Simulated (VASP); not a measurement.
# SiC (F-43m) in VASP: a series of runs, part 2 of 2

VASP 6.6.1. Earlier steps stand in the parts before.

## (3) Relaxation of cell and atoms, PBE, target pressure 40 GPa, at which the enthalpy is minimised

Input file INCAR:

```
PREC = Accurate ; ENCUT = 600
EDIFF = 1E-7 ; ISMEAR = 0
SIGMA = 0.01 ; LREAL = F
LASPH = T ; NELM = 120
ALGO = Normal ; ISIF = 3
LWAVE = F ; LCHARG = F
GGA = PE ; IBRION = 2
NSW = 80 ; EDIFFG = -0.03
PSTRESS = 400.0 ; GGA_COMPAT = F
NELMIN = 4
```

Input file KPOINTS:

```
Automatic mesh
0
Gamma
  9 9 9
```

Input file POSCAR:

```
SiC
1.0
    0.0000000000      2.1790000000      2.1790000000
    2.1790000000      0.0000000000      2.1790000000
    2.1790000000      2.1790000000      0.0000000000
Si C
1 1
Direct
    0.0000000000      0.0000000000      0.0000000000
    0.2500000000      0.2500000000      0.2500000000
```

Potentials or basis: VASP PAW PBE potentials, release 64 (Si, C).

Launch:

```bash
cat potpaw_PBE.64/Si/POTCAR potpaw_PBE.64/C/POTCAR > POTCAR
mpirun -np 1 vasp_std > vasp.out
```

OUTCAR:

```text
PREC = Accurate
   ENCUT = 600
   EDIFF = 1E-7
   ISMEAR = 0
   LREAL = F
   LASPH = T
   NELM = 120
   ISIF = 3
   GGA = PE
   IBRION = 2
   NSW = 80
   EDIFFG = -0.03
   PSTRESS = 400.0
   NELMIN = 4

 ion  position               nearest neighbor table
   1  0.000  0.000  0.000-   2 1.89   2 1.89   2 1.89   2 1.89
   2  0.250  0.250  0.250-   1 1.89   1 1.89   1 1.89   1 1.89

  LATTYP: Found a face centered cubic cell.
 ALAT       =     4.3580000000

  Lattice vectors:

 A1 = (   0.0000000000,   2.1790000000,   2.1790000000)
 A2 = (   2.1790000000,   0.0000000000,   2.1790000000)
 A3 = (   2.1790000000,   2.1790000000,   0.0000000000)

Analysis of symmetry for initial positions (statically):
=====================================================================
 Subroutine PRICEL returns:
 Original cell was already a primitive cell.

 Routine SETGRP: Setting up the symmetry group for a
 face centered cubic supercell.

 Subroutine GETGRP returns: Found 24 space group operations
 (whereof 24 operations were pure point group operations)
 out of a pool of 48 trial point group operations.

The static configuration has the point symmetry T_d .

Analysis of symmetry for dynamics (positions and initial velocities):
=====================================================================
 Subroutine PRICEL returns:
 Original cell was already a primitive cell.

 Routine SETGRP: Setting up the symmetry group for a
 face centered cubic supercell.

 Subroutine GETGRP returns: Found 24 space group operations
 (whereof 24 operations were pure point group operations)
 out of a pool of 48 trial point group operations.

The dynamic configuration has the point symmetry T_d .

 Subroutine INISYM returns: Found 24 space group operations
 (whereof 24 operations are pure point group operations),
 and found     1 'primitive' translations

----------------------------------------------------------------------------------------

                                     Primitive cell

  volume of cell :      20.6920

  direct lattice vectors                    reciprocal lattice vectors
     0.000000000  2.179000000  2.179000000    -0.229463056  0.229463056  0.229463056
     2.179000000  0.000000000  2.179000000     0.229463056 -0.229463056  0.229463056
     2.179000000  2.179000000  0.000000000     0.229463056  0.229463056 -0.229463056

  length of vectors
     3.081571352  3.081571352  3.081571352     0.397441672  0.397441672  0.397441672

  position of ions in fractional coordinates (direct lattice)
     0.000000000  0.000000000  0.000000000
     0.250000000  0.250000000  0.250000000

  ion indices of the primitive-cell ions
   primitive index   ion index
                 1           1
                 2           2

----------------------------------------------------------------------------------------

 KPOINTS: Automatic mesh

Automatic generation of k-mesh.
 Grid dimensions read from file:
 generate k-points for:    9    9    9

 Generating k-lattice:

  Cartesian coordinates                     Fractional coordinates (reciprocal lattice)
    -0.025495895  0.025495895  0.025495895     0.111111111  0.000000000  0.000000000
     0.025495895 -0.025495895  0.025495895     0.000000000  0.111111111  0.000000000
     0.025495895  0.025495895 -0.025495895     0.000000000  0.000000000  0.111111111

  Length of vectors
     0.044160186  0.044160186  0.044160186

  Shift w.r.t. Gamma in fractional coordinates (k-lattice)
     0.000000000  0.000000000  0.000000000

 Subroutine IBZKPT returns following result:
 ===========================================

 Found     35 irreducible k-points:

 Following reciprocal coordinates:
            Coordinates               Weight
  0.000000  0.000000  0.000000      1.000000
  0.111111  0.000000  0.000000      8.000000
  0.222222  0.000000  0.000000      8.000000
  0.333333  0.000000  0.000000      8.000000
  0.444444  0.000000  0.000000      8.000000
  0.111111  0.111111  0.000000      6.000000
[... 16 lines left out ...]
 -0.333333  0.333333  0.000000     12.000000
  0.444444  0.444444  0.000000      6.000000
 [... further k-points ...]
   k-points           NKPTS =     35   k-points in BZ     NKDIM =     35   number of bands    NBANDS=      8
   number of dos      NEDOS =    301   number of ions     NIONS =      2
   total plane-waves  NPLWV =  21952
   dimension x,y,z NGX =    28 NGY =   28 NGZ =   28
   dimension x,y,z NGXF=    56 NGYF=   56 NGZF=   56
   ions per type =               1   1
   NGX,Y,Z   is equivalent  to a cutoff of  15.11, 15.11, 15.11 a.u.
   NGXF,Y,Z  is equivalent  to a cutoff of  30.21, 30.21, 30.21 a.u.
 SYSTEM =  unknown system
   PREC   = accura    normal or accurate (medium, high low for compatibility)
   ISTART =      0    job   : 0-new  1-cont  2-samecut
   ICHARG =      2    charge: 1-file 2-atom 10-const
   ISPIN  =      1    spin polarized calculation?
   LNONCOLLINEAR =      F non collinear calculations
   LSORBIT =      F    spin-orbit coupling
   LASPH  =      T    aspherical Exc in radial PAW
   ENCUT  =  600.0 eV  44.10 Ry    6.64 a.u.   6.15  6.15  6.15*2*pi/ulx,y,z
   NELM   =    120;   NELMIN=  4; NELMDL= -5     # of ELM steps
   EDIFF  = 0.1E-06   stopping-criterion for ELM
   LREAL  =      F    real-space projection
   EDIFFG = -.3E-01   stopping-criterion for IOM
   NSW    =     80    number of steps for IOM
   IBRION =      2    ionic relax: 0-MD 1-quasi-New 2-CG
   NFREE  =      1    steps in history (QN), initial steepest desc. (CG)
   ISIF   =      3    stress and relaxation
   ISYM   =      2    0-nonsym 1-usesym 2-fastsym
   POTIM  = 0.5000    time-step for ionic-motion
   TEBEG  =    0.0;   TEEND  =   0.0 temperature during run
   PSTRESS=  400.0 pullay stress
   NELECT =       8.0000    total number of electrons
   NUPDOWN=      -1.0000    fix difference up-down
   EMIN   =  10.00;   EMAX   =-10.00  energy-range for DOS
   EFERMI =   0.00;   METHOD = LEGACY
   ISMEAR =     0;   SIGMA  =   0.01  broadening in eV -4-tet -1-fermi 0-gaus
   EFERMI_NEDOS =   21; number of points for ismear=-14 and -15
   IALGO  =     38    algorithm
   IMIX   =      4    mixing-type and parameters
     AMIX     =   0.40;   BMIX     =  1.00
     AMIX_MAG =   1.60;   BMIX_MAG =  1.00
  volume/ion in A,a.u.               =      10.35        69.82
  Fermi-wavevector in a.u.,A,eV,Ry     =   1.192626  2.253736 19.352338  1.422357
  Thomas-Fermi vector in A             =   2.328660
   LORBIT       =      0    0 simple, 1 ext, 2 COOP (PROOUT), +10 PAW based schemes
   GGA     = PE    functional components
   LHFCALC =     F    Hartree Fock is set to
   AEXX    =    0.0000 exact exchange contribution
   IVDW    =     0    specifies the selected vdW correction
   LEPSILON=     F    determine dielectric tensor
   LRPA    =     F    only Hartree local field effects (RPA)
 conjugate gradient relaxation of ions
 non-spin polarized calculation
 Gauss-broadening in eV      SIGMA  =   0.01
  energy-cutoff  :      600.00
  volume of cell :       20.69
 maximum number of plane-waves:       702
 NGX is ok and might be reduce to    28
   NGX = 13   NGY = 13   NGZ = 13

--------------------------------------- Ionic step        1  -------------------------------------------

 number of electron       8.0000000 magnetization

 Free energy of the ion-electron system (eV)
  ---------------------------------------------------
  ext. energy  EPLUGINS =         0.00000000
  ---------------------------------------------------
  free energy    TOTEN  =       -15.05885994 eV

  energy without entropy =      -15.05885994  energy(sigma->0) =      -15.05885994

------------------------ aborting loop because EDIFF is reached ----------------------------------------

  FORCE on cell =-STRESS in cart. coord.  units (eV):
  Direction    XX          YY          ZZ          XY          YZ          ZX
  --------------------------------------------------------------------------------------
  -------------------------------------------------------------------------------------
  Total        0.3969504      0.3969504      0.3969504      0.0000000      0.0000000      0.0000000
  in kB       30.7358447     30.7358447     30.7358447      0.0000000      0.0000000      0.0000000
  external PRESSURE =    -369.2641553 kB  Pullay stress =     400.0000000 kB
[... 25 lines left out ...]
--------------------------------------- Ionic step        2  -------------------------------------------

 number of electron       8.0000000 magnetization

 E-fermi :  12.8502     XC(G=0): -13.0340

 val. band max:       12.7715541256   @ k =   0.0000   0.0000   0.0000
 cond. band min:      13.9086733124   @ k =   0.4444   0.4444   0.0000
 fundamental gap:      1.1371191868
 Fermi energy:        12.8502119069

 k-point     1 :       0.0000    0.0000    0.0000
  band No.  band energies     occupation
      1      -5.7821      2.00000
      2      12.7716      2.00000
      3      12.7716      2.00000
      4      12.7716      2.00000
      5      23.1787      0.00000
      6      23.1787      0.00000
      7      23.1787      0.00000
      8      23.5003      0.00000
[... 366 lines left out ...]
--------------------------------------- Ionic step        5  -------------------------------------------

 number of electron       8.0000000 magnetization

 Free energy of the ion-electron system (eV)
  ---------------------------------------------------
  ext. energy  EPLUGINS =         0.00000000
  ---------------------------------------------------
  free energy    TOTEN  =       -14.74740903 eV

  energy without entropy =      -14.74740903  energy(sigma->0) =      -14.74740903

 E-fermi :   9.7652     XC(G=0): -11.9315

 val. band max:        9.6270160425   @ k =   0.0000   0.0000   0.0000
 cond. band min:      11.0197287844   @ k =   0.4444   0.4444   0.0000
 fundamental gap:      1.3927127419
 Fermi energy:         9.7652278751

 k-point     1 :       0.0000    0.0000    0.0000
  band No.  band energies     occupation
      1      -6.8289      2.00000
      2       9.6270      2.00000
      3       9.6270      2.00000
      4       9.6270      2.00000
      5      17.4012      0.00000
      6      17.9004      0.00000
      7      17.9004      0.00000
      8      17.9004      0.00000
[... 286 lines left out ...]
  energy  without entropy=      -14.7474090301  energy(sigma->0) =      -14.74740903

  enthalpy is  TOTEN    =       -10.2096442457 eV   P V=        4.5377647843

 reached required accuracy - stopping structural energy minimisation
```

OSZICAR:

```text
N       E                     dE             d eps       ncg     rms          rms(c)
DAV:   1     0.644752899999E+01    0.64475E+01   -0.43809E+03   592   0.941E+02
DAV:   2    -0.165388207396E+02   -0.22986E+02   -0.21964E+02   840   0.114E+02
DAV:   3    -0.169121948691E+02   -0.37337E+00   -0.37337E+00   640   0.180E+01
[... 45 lines left out ...]
DAV:   2    -0.147474146068E+02    0.28868E-04   -0.70942E-05   672   0.584E-02    0.266E-02
DAV:   3    -0.147474091702E+02    0.54366E-05   -0.12411E-05   696   0.245E-02    0.604E-03
DAV:   4    -0.147474087853E+02    0.38491E-06   -0.12285E-06   624   0.737E-03    0.262E-03
DAV:   5    -0.147474089443E+02   -0.15894E-06   -0.41750E-08   288   0.170E-03    0.162E-03
DAV:   6    -0.147474090301E+02   -0.85806E-07   -0.52225E-09   280   0.750E-04
   5 F= -.10209644E+02 E0= -.10209644E+02  d E =-.316745E+00
```

CONTCAR:

```text
SiC
   1.00000000000000
     0.0000000000000000    2.0868321806382233    2.0868321806382233
     2.0868321806382233    0.0000000000000000    2.0868321806382233
     2.0868321806382233    2.0868321806382233   -0.0000000000000000
  Si              C
     1     1
Direct
     0.0000000000000000    0.0000000000000000    0.0000000000000000
     0.2500000000000000    0.2500000000000000    0.2500000000000000

  0.00000000E+00  0.00000000E+00  0.00000000E+00
  0.00000000E+00  0.00000000E+00  0.00000000E+00
```

Wall time 54 s (1 thread of Intel Xeon 8259CL, shared host); peak memory 0.15 GiB.

Results:

| Quantity | Value |
| --- | --- |
| Free energy | -14.7474 eV |
| Relaxed volume | 9.09 Å³/atom |
| Relaxed cell | a = 2.951 Å, b = 2.951 Å, c = 2.951 Å, α = 60.00°, β = 60.00°, γ = 60.00° |
| Space group after relaxing (to 0.1 Å) | F-43m (No. 216) |
| Energy change on relaxing (the run minimises the enthalpy) | +155.7 meV/atom |
| Ionic steps | 5 |
| Pressure after relaxing | 40.3 GPa |
| Band gap on the k mesh | 1.39 eV (least direct gap 4.75 eV) |

The path:
| step | energy change (eV) | largest force (eV/Å) | pressure (GPa) | volume (Å³) |
| --- | --- | --- | --- | --- |
| 1 | 0.0000 | 0.0000 | 3.07 | 20.69 |
| 2 | 2.5418 | 0.0000 | 166.09 | 14.34 |
| 3 | 0.2644 | 0.0000 | 36.51 | 18.37 |
| 4 | 0.2997 | 0.0000 | 39.36 | 18.22 |
| 5 | 0.3115 | 0.0000 | 40.28 | 18.18 |

Final structure:
```
Si C
1.0
     0.00000    2.08683    2.08683
     2.08683    0.00000    2.08683
     2.08683    2.08683    0.00000
Si C
1 1
Direct
  0.00000 0.00000 0.00000
  0.25000 0.25000 0.25000
```

Caveat: the cell is relaxed towards a set pressure, so the run minimises the enthalpy, not the energy; an odd mesh through Γ misses points on the zone boundary, where band edges can lie.

## (4) Relaxation of cell and atoms, PBE, target pressure 60 GPa, at which the enthalpy is minimised

Input file INCAR:

```
PREC     = Accurate       # precision mode
ENCUT    = 600            # plane-wave cutoff, eV
EDIFF    = 1E-7           # SCF threshold, eV
ISMEAR   = 0              # smearing method
SIGMA    = 0.01           # smearing width, eV
LREAL    = F              # projectors in reciprocal space
LASPH    = T              # aspherical terms in the spheres
NELM     = 120            # most SCF steps
ALGO     = Normal         # electronic algorithm
ISIF     = 3              # what is computed and relaxed
LWAVE    = F              # write WAVECAR
LCHARG   = F              # write CHGCAR
GGA      = PE             # functional
IBRION   = 2              # ionic algorithm
NSW      = 80             # ionic steps
EDIFFG   = -0.03          # ionic threshold
PSTRESS  = 600.0        
GGA_COMPAT= F            
NELMIN   = 4
```

Input file KPOINTS:

```
regular mesh
0
Gamma
  9 9 9
```

POSCAR is that of step 3.

Launch:

```bash
cat potpaw_PBE.64/Si/POTCAR potpaw_PBE.64/C/POTCAR > POTCAR
mpirun -np 1 vasp_std > vasp.out
```

Wall time 60 s (1 thread of Intel Xeon 8259CL, shared host); peak memory 0.16 GiB.

The run converged. Its results:

```yaml
Free_energy: -14.4679 eV
Relaxed_volume: 8.64 Å³/atom
Relaxed_cell: a = 2.902 Å, b = 2.902 Å, c = 2.902 Å, α = 60.00°, β = 60.00°, γ = 60.00°
Space_group_after_relaxing_to_0.1_Å: F-43m (No. 216)
Energy_change_on_relaxing_the_run_minimises_the_enthalpy: +295.5 meV/atom
Ionic_steps: 5
Pressure_after_relaxing: 60.0 GPa
Band_gap_on_the_k_mesh: 1.34 eV (least direct gap 4.80 eV)
```

The path:
```csv
step,energy change (eV),largest force (eV/Å),pressure (GPa),volume (Å³)
1,0.0000,0.0000,3.07,20.69
2,7.1573,0.0000,387.88,11.52
3,0.4313,0.0000,49.18,17.75
4,0.5448,0.0000,56.98,17.40
5,0.5909,0.0000,60.02,17.28
```

Final structure:
```cif
data_structure
_symmetry_space_group_name_H-M 'P 1'
_symmetry_Int_Tables_number 1
_cell_length_a 2.9017
_cell_length_b 2.9017
_cell_length_c 2.9017
_cell_angle_alpha 60.000
_cell_angle_beta 60.000
_cell_angle_gamma 60.000
_cell_volume 17.28
loop_
_atom_site_label
_atom_site_type_symbol
_atom_site_fract_x
_atom_site_fract_y
_atom_site_fract_z
_atom_site_occupancy
Si1 Si 0.00000 0.00000 0.00000 1
C1 C 0.25000 0.25000 0.25000 1
```

Levels at points of the mesh, in eV from the valence-band top:
```csv
k point,band 1,band 2,band 3,band 4,band 5,band 6,band 7,band 8
"(0.00, 0.00, 0.00)",-16.89,0.00,0.00,0.00,8.39,8.69,8.69,8.69
```

Caveat: the cell is relaxed towards a set pressure, so the run minimises the enthalpy, not the energy; the volume moved by over 15 % at a fixed basis, so the end points are rough; an odd mesh through Γ misses points on the zone boundary, where band edges can lie. A hybrid or GW would open this gap; PBE tends to underestimate it.

## (5) Overview

```tsv
cell	gap on the mesh (eV)	pressure (GPa)
relaxed to 20 GPa	1.45	19.5
relaxed to 40 GPa	1.39	40.3
relaxed to 60 GPa	1.34	60.0
```

Alike in all rows: task relaxation of cell and atoms; level PBE; potentials or basis VASP PAW PBE potentials, release 64 (Si, C); no spin polarisation; k mesh 9 × 9 × 9; cutoff (eV) 600; smearing gaussian 0.01 eV.

Caveats: the cell is relaxed towards a set pressure, so the run minimises the enthalpy, not the energy; an odd mesh through Γ misses points on the zone boundary, where band edges can lie; the volume moved by over 15 % at a fixed basis, so the end points are rough (at least some runs).

Absolute energies hang on the potentials; compare differences alone.
